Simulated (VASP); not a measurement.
**WS2 (Tungstenite): single point with PBE**

WS2 (Tungstenite):

```
CELL_PARAMETERS angstrom
3.18849 0.00000 0.00000
-1.59424 2.76131 0.00000
0.00000 0.00000 14.91421
ATOMIC_POSITIONS crystal
W 0.66667 0.33333 0.75000
W 0.33333 0.66667 0.25000
S 0.66667 0.33333 0.35536
S 0.33333 0.66667 0.85536
S 0.66667 0.33333 0.14464
S 0.33333 0.66667 0.64464
```

```yaml
Program: VASP 6.6.1
Task: single point
Functional: PBE
Potentials_or_basis: VASP PAW PBE potentials, release 64 (W_sv, S)
Cutoff: 520 eV
k_mesh: 10 × 10 × 3
Occupations: fermi-dirac, width 0.05 eV
Spin: no spin polarisation
Dipole_correction: no
Further_INCAR_settings: ALGO = Normal; EDIFF = 1e-06; NBANDS = 35
```

- Pressure: -0.1 GPa
- Largest force: 0.008 eV/Å
- Band gap on the k mesh: 1.79 eV, indirect (least direct gap 2.14 eV)

Forces on the atoms (eV/Å):
```
W    0.000  0.000  0.000
W    0.000  0.000  0.000
S    0.000  0.000 -0.008
S    0.000  0.000 -0.008
S    0.000  0.000  0.008
S    0.000  0.000  0.008
```

Levels at points of the mesh, in eV from the valence-band top:
```tsv
k point	band 24	band 25	band 26	band 27	band 28	band 29
(0.00, 0.00, 0.00)	-1.78	-0.40	0.00	2.70	2.70	2.70
(0.50, 0.00, 0.00)	-1.44	-1.10	-1.09	2.66	2.67	3.08
```

Run time: 4.1 min on 1 thread of AMD EPYC 7R13, on a shared host, peak memory 0.26 GiB.

Caveat: spin-orbit coupling is left out, which moves the levels of the heavy elements; this functional lacks dispersion, which binds the layers, so the pressure and a relaxed spacing across them are unreliable. A k mesh can miss the band edges.
